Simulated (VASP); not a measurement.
# Bi in VASP: single point with PBE+D3(BJ)

Aim: the single point of Bi with PBE+D3(BJ).

Program: VASP 6.6.1. These are calculated values, not measurements. Logs are shortened: lines on timing, memory, paths and dates and some standing lists are left out, and cuts for length are marked.

### Step 1. The cell of the first run

The cell holds a slab with vacuum, 12 atoms: a = 9.371 Å, b = 6.519 Å, c = 20.533 Å, α = 90.00°, β = 90.00°, γ = 87.35°.

### Step 2. Single point, PBE+D3(BJ)

Input file INCAR:

```
ALGO = Normal
DIPOL = 0.5 0.5 0.497
EDIFF = 1E-7
ENCUT = 520
GGA = PE
IDIPOL = 3
ISIF = 2
ISMEAR = 0
IVDW = 12
LASPH = True
LCHARG = True
LDIPOL = True
LELF = True
LREAL = False
LVACPOTAV = True
LVHAR = True
LWAVE = False
NBANDS = 102
NELM = 80
PREC = Accurate
SIGMA = 0.1
```

Input file KPOINTS:

```
k-points
0
Gamma
  2 3 1
```

Input file POSCAR:

```
Bi
1.0
    9.3713694617      0.0000000000      0.0000000000
    0.3011862099      6.5122427808      0.0000000000
    0.0000000000      0.0000000000     20.5325906248
Bi
12
Direct
    0.0128838755      0.2628838755      0.3896244827
    0.5128838755      0.2628838755      0.3896244827
    0.9871161245      0.7371161245      0.3896244827
    0.4871161245      0.7371161245      0.3896244827
    0.7417849648      0.7559671127      0.4965950603
    0.2417849648      0.7559671127      0.4965950603
    0.7582150352      0.2440328873      0.4965950603
    0.2582150352      0.2440328873      0.4965950603
    0.5053576254      0.2775082959      0.6056478639
    0.0053576254      0.2775082959      0.6056478639
    0.4946423746      0.7224917041      0.6056478639
    0.9946423746      0.7224917041      0.6056478639
```

Potentials or basis: VASP PAW PBE potentials, release 64 (Bi_d).

Run with:

```bash
> cat potpaw_PBE.64/Bi_d/POTCAR > POTCAR
> mpirun -np 1 vasp_std > vasp.out
```

OUTCAR:

```text
EDIFF = 1E-7
   ENCUT = 520
   GGA = PE
   ISIF = 2
   ISMEAR = 0
   IVDW = 12
   LASPH = True
   LREAL = False
   NELM = 80
   PREC = Accurate
 IVDW          = 12

 ion  position               nearest neighbor table
   1  0.013  0.263  0.390-   3 3.09   8 3.18   7 3.25   3 3.45
   2  0.513  0.263  0.390-   4 3.09   7 3.18   8 3.25   4 3.45
   3  0.987  0.737  0.390-   1 3.09   5 3.18   6 3.25   1 3.45
   4  0.487  0.737  0.390-   2 3.09   6 3.18   5 3.25   2 3.45
   5  0.742  0.756  0.497-   3 3.18   7 3.19  11 3.24   4 3.25  12 3.26   7 3.33
   6  0.242  0.756  0.497-   4 3.18   8 3.19  12 3.24   3 3.25  11 3.26   8 3.33
   7  0.758  0.244  0.497-   2 3.18   5 3.19  10 3.24   1 3.25   9 3.26   5 3.33
   8  0.258  0.244  0.497-   1 3.18   6 3.19   9 3.24   2 3.25  10 3.26   6 3.33
   9  0.505  0.278  0.606-  11 2.90   8 3.24   7 3.26  11 3.62
  10  0.005  0.278  0.606-  12 2.90   7 3.24   8 3.26  12 3.62
  11  0.495  0.722  0.606-   9 2.90   5 3.24   6 3.26   9 3.62
  12  0.995  0.722  0.606-  10 2.90   6 3.24   5 3.26  10 3.62

  LATTYP: Found a simple monoclinic cell.
 ALAT       =     6.5192038754
 B/A-ratio  =     3.1495549176
 C/A-ratio  =     1.4375021308
 COS(beta)  =    -0.0461998452

  Lattice vectors:

 A1 = (   0.3011862099,   6.5122427808,   0.0000000000)
 A2 = (   0.0000000000,   0.0000000000, -20.5325906248)
 A3 = (  -9.3713694617,   0.0000000000,   0.0000000000)

Analysis of symmetry for initial positions (statically):
=====================================================================
 Subroutine PRICEL returns following result:

  LATTYP: Found a simple monoclinic cell.
 ALAT       =     4.6856847309
 B/A-ratio  =     4.3819829554
 C/A-ratio  =     1.3913022856
 COS(beta)  =    -0.0461998452

  Lattice vectors:

 A1 = (   4.6856847309,   0.0000000000,   0.0000000000)
 A2 = (   0.0000000000,   0.0000000000,  20.5325906248)
 A3 = (  -0.3011862099,  -6.5122427808,   0.0000000000)

   2 primitive cells build up your supercell.

 Routine SETGRP: Setting up the symmetry group for a
 simple monoclinic supercell.

 Subroutine GETGRP returns: Found  2 space group operations
 (whereof  2 operations were pure point group operations)
 out of a pool of  4 trial point group operations.

The static configuration has the point symmetry C_2 .

Analysis of symmetry for dynamics (positions and initial velocities):
=====================================================================
 Subroutine PRICEL returns following result:

  LATTYP: Found a simple monoclinic cell.
 ALAT       =     4.6856847309
 B/A-ratio  =     4.3819829554
 C/A-ratio  =     1.3913022856
 COS(beta)  =    -0.0461998452

  Lattice vectors:

 A1 = (   4.6856847309,   0.0000000000,   0.0000000000)
 A2 = (   0.0000000000,   0.0000000000,  20.5325906248)
 A3 = (  -0.3011862099,  -6.5122427808,   0.0000000000)

   2 primitive cells build up your supercell.

 Routine SETGRP: Setting up the symmetry group for a
 simple monoclinic supercell.

 Subroutine GETGRP returns: Found  2 space group operations
 (whereof  2 operations were pure point group operations)
 out of a pool of  4 trial point group operations.

The dynamic configuration has the point symmetry C_2 .

 Subroutine INISYM returns: Found  2 space group operations
 (whereof  2 operations are pure point group operations),
 and found     2 'primitive' translations

----------------------------------------------------------------------------------------

                                     Primitive cell

  volume of cell :     626.5380

  direct lattice vectors                    reciprocal lattice vectors
     4.685684731  0.000000000  0.000000000     0.213415980 -0.009870325  0.000000000
     0.000000000  0.000000000 20.532590625     0.000000000  0.000000000  0.048703060
    -0.301186210 -6.512242781  0.000000000     0.000000000 -0.153556929  0.000000000

  length of vectors
     4.685684731 20.532590625  6.519203875     0.213644106  0.048703060  0.153556929

  position of ions in fractional coordinates (direct lattice)
     0.025767751  0.389624483  0.737116124
     0.974232249  0.389624483  0.262883876
     0.483569930  0.496595060  0.244032887
     0.516430070  0.496595060  0.755967113
     0.010715251  0.605647864  0.722491704
     0.989284749  0.605647864  0.277508296

  ion indices of the primitive-cell ions
   primitive index   ion index
                 1           1
                 2           3
                 3           6
                 4           8
                 5          10
                 6          12

----------------------------------------------------------------------------------------

 KPOINTS: k-points

Automatic generation of k-mesh.
 Grid dimensions read from file:
 generate k-points for:    2    3    1

 Generating k-lattice:

  Cartesian coordinates                     Fractional coordinates (reciprocal lattice)
     0.053353995 -0.002467581  0.000000000     0.500000000  0.000000000  0.000000000
     0.000000000  0.051185643  0.000000000     0.000000000  0.333333333  0.000000000
     0.000000000  0.000000000  0.048703060     0.000000000  0.000000000  1.000000000

  Length of vectors
     0.053411026  0.051185643  0.048703060

  Shift w.r.t. Gamma in fractional coordinates (k-lattice)
     0.000000000  0.000000000  0.000000000

 Subroutine IBZKPT returns following result:
 ===========================================

 Found      4 irreducible k-points:

 Following reciprocal coordinates:
            Coordinates               Weight
  0.000000  0.000000  0.000000      1.000000
  0.500000  0.000000  0.000000      1.000000
  0.000000  0.333333  0.000000      2.000000
  0.500000  0.333333  0.000000      2.000000
   k-points           NKPTS =      4   k-points in BZ     NKDIM =      4   number of bands    NBANDS=    102
   number of dos      NEDOS =    301   number of ions     NIONS =     12
   total plane-waves  NPLWV = 537600
   dimension x,y,z NGX =    70 NGY =   48 NGZ =  160
   dimension x,y,z NGXF=   140 NGYF=   96 NGZF=  320
   ions per type =              12
   NGX,Y,Z   is equivalent  to a cutoff of  12.42, 12.24, 12.95 a.u.
   NGXF,Y,Z  is equivalent  to a cutoff of  24.84, 24.48, 25.91 a.u.
 SYSTEM =  unknown system
   PREC   = accura    normal or accurate (medium, high low for compatibility)
   ISTART =      0    job   : 0-new  1-cont  2-samecut
   ICHARG =      2    charge: 1-file 2-atom 10-const
   ISPIN  =      1    spin polarized calculation?
   LNONCOLLINEAR =      F non collinear calculations
   LSORBIT =      F    spin-orbit coupling
   LASPH  =      T    aspherical Exc in radial PAW
   ENCUT  =  520.0 eV  38.22 Ry    6.18 a.u.  17.42 12.12 38.18*2*pi/ulx,y,z
   NELM   =     80;   NELMIN=  2; NELMDL= -5     # of ELM steps
   EDIFF  = 0.1E-06   stopping-criterion for ELM
   LREAL  =      F    real-space projection
   EDIFFG = 0.1E-05   stopping-criterion for IOM
   NSW    =      0    number of steps for IOM
   IBRION =     -1    ionic relax: 0-MD 1-quasi-New 2-CG
   NFREE  =      0    steps in history (QN), initial steepest desc. (CG)
   ISIF   =      2    stress and relaxation
   ISYM   =      2    0-nonsym 1-usesym 2-fastsym
   POTIM  = 0.5000    time-step for ionic-motion
   TEBEG  =    0.0;   TEEND  =   0.0 temperature during run
   PSTRESS=    0.0 pullay stress
   NELECT =     180.0000    total number of electrons
   NUPDOWN=      -1.0000    fix difference up-down
   EMIN   =  10.00;   EMAX   =-10.00  energy-range for DOS
   EFERMI =   0.00;   METHOD = LEGACY
   ISMEAR =     0;   SIGMA  =   0.10  broadening in eV -4-tet -1-fermi 0-gaus
   EFERMI_NEDOS =   21; number of points for ismear=-14 and -15
   IALGO  =     38    algorithm
   IMIX   =      4    mixing-type and parameters
     AMIX     =   0.40;   BMIX     =  1.00
     AMIX_MAG =   1.60;   BMIX_MAG =  1.00
  volume/ion in A,a.u.               =     104.42       704.68
  Fermi-wavevector in a.u.,A,eV,Ry     =   0.857380  1.620213 10.001642  0.735100
  Thomas-Fermi vector in A             =   1.974424
   LORBIT       =      0    0 simple, 1 ext, 2 COOP (PROOUT), +10 PAW based schemes
   GGA     = PE    functional components
   LHFCALC =     F    Hartree Fock is set to
   AEXX    =    0.0000 exact exchange contribution
   IVDW    =    12    specifies the selected vdW correction
   LEPSILON=     F    determine dielectric tensor
   LRPA    =     F    only Hartree local field effects (RPA)
 non-spin polarized calculation
 Gauss-broadening in eV      SIGMA  =   0.10
  energy-cutoff  :      520.00
  volume of cell :     1253.08
 maximum number of plane-waves:     33753
 NGX is ok and might be reduce to    70
   NGX = 35   NGY = 25   NGZ = 77

 dipolmoment           0.000000      0.000000     -0.001062 electrons x Angstroem

 number of electron     180.0000007 magnetization

 dipolmoment           0.000000      0.000000      0.001757 electrons x Angstroem

 Free energy of the ion-electron system (eV)
  ---------------------------------------------------
  ext. energy  EPLUGINS =         0.00000000
  ---------------------------------------------------
  free energy    TOTEN  =       -43.61653962 eV

  energy without entropy =      -43.59941841  energy(sigma->0) =      -43.60797901

 E-fermi :  -0.6951     XC(G=0):  -3.9180

 val. band max:       -0.8075135134   @ k =   0.5000   0.3333   0.0000
 cond. band min:      -0.5913218198   @ k =   0.0000   0.3333   0.0000
 fundamental gap:      0.2161916936
 Fermi energy:        -0.6950651715

 k-point     1 :       0.0000    0.0000    0.0000
  band No.  band energies     occupation
      1     -23.4724      2.00000
      2     -23.4689      2.00000
      3     -23.4407      2.00000
      4     -23.4372      2.00000
      5     -23.4253      2.00000
      6     -23.3910      2.00000
[... 409 lines left out ...]
    101       1.9933      0.00000
    102       2.0286      0.00000

------------------------ aborting loop because EDIFF is reached ----------------------------------------

 Edisp (eV)   -3.54392

 E8    (eV) :    -1.8394

  FORCE on cell =-STRESS in cart. coord.  units (eV):
  Direction    XX          YY          ZZ          XY          YZ          ZX
  --------------------------------------------------------------------------------------
  -------------------------------------------------------------------------------------
  Total      -3.91112   -10.41891     0.08958    -0.73194     0.00000     0.00000
  in kB      -5.00074   -13.32158     0.11454    -0.93585     0.00000     0.00000
  external pressure =       -6.07 kB  Pullay stress =        0.00 kB

 VOLUME and BASIS-vectors are now :
 -----------------------------------------------------------------------------
  energy-cutoff  :      520.00
  volume of cell :     1253.08
      direct lattice vectors                 reciprocal lattice vectors
     9.371369462  0.000000000  0.000000000     0.106707990 -0.004935162  0.000000000
     0.301186210  6.512242781  0.000000000     0.000000000  0.153556929  0.000000000
     0.000000000  0.000000000 20.532590625     0.000000000  0.000000000  0.048703060

 POSITION                                       TOTAL-FORCE (eV/Angst)
 -----------------------------------------------------------------------------------
      0.19992      1.71196      8.00000        -0.264469      0.524813     -0.021392
      4.88560      1.71196      8.00000        -0.264469      0.524813     -0.021392
      9.47264      4.80028      8.00000         0.264469     -0.524813     -0.021392
      4.78695      4.80028      8.00000         0.264469     -0.524813     -0.021392
      7.17923      4.92304     10.19638        -0.000280      0.013961      0.004443
      2.49354      4.92304     10.19638        -0.000280      0.013961      0.004443
      7.17901      1.58920     10.19638         0.000280     -0.013961      0.004443
      2.49333      1.58920     10.19638         0.000280     -0.013961      0.004443
      4.81947      1.80720     12.43552        -0.006108      0.020976      0.016948
      0.13379      1.80720     12.43552        -0.006108      0.020976      0.016948
      4.85308      4.70504     12.43552         0.006108     -0.020976      0.016948
      9.53877      4.70504     12.43552         0.006108     -0.020976      0.016948
 -----------------------------------------------------------------------------------
    total drift:                               -0.000000     -0.000000     -0.007018

  FREE ENERGIE OF THE ION-ELECTRON SYSTEM (eV)
  ---------------------------------------------------
  free  energy   TOTEN  =       -47.1604586338 eV

  energy  without entropy=      -47.1433374301  energy(sigma->0) =      -47.15189803

 vacuum level on the upper side and lower side of the slab         3.513         3.508
```

Wall time 20 min (1 thread of Intel Xeon Platinum 8488C (Sapphire Rapids), shared host); peak memory 1.1 GiB.

What came out:

```
Free energy                : -47.1605 eV
Largest force              : 0.588 eV/Å
Dispersion energy per atom : -0.295 eV
```

Forces on the atoms (eV/Å):
```
Bi  -0.264  0.525 -0.021
Bi  -0.264  0.525 -0.021
Bi   0.264 -0.525 -0.021
Bi   0.264 -0.525 -0.021
Bi   0.000  0.014  0.004
Bi   0.000  0.014  0.004
Bi   0.000 -0.014  0.004
Bi   0.000 -0.014  0.004
Bi  -0.006  0.021  0.017
Bi  -0.006  0.021  0.017
Bi   0.006 -0.021  0.017
Bi   0.006 -0.021  0.017
```

Levels at points of the mesh, in eV from the Fermi level:
```tsv
k point	band 86	band 87	band 88	band 89	band 90	band 91	band 92	band 93	band 94	band 95
(0.00, 0.00, 0.00)	-1.23	-0.79	-0.71	-0.54	-0.34	0.71	0.82	0.84	1.23	1.41
(0.50, 0.00, 0.00)	-1.19	-1.10	-1.10	-0.57	-0.57	0.96	0.96	1.35	1.35	1.61
```

Caveat: spin-orbit coupling is left out, which moves the levels of the heavy elements.
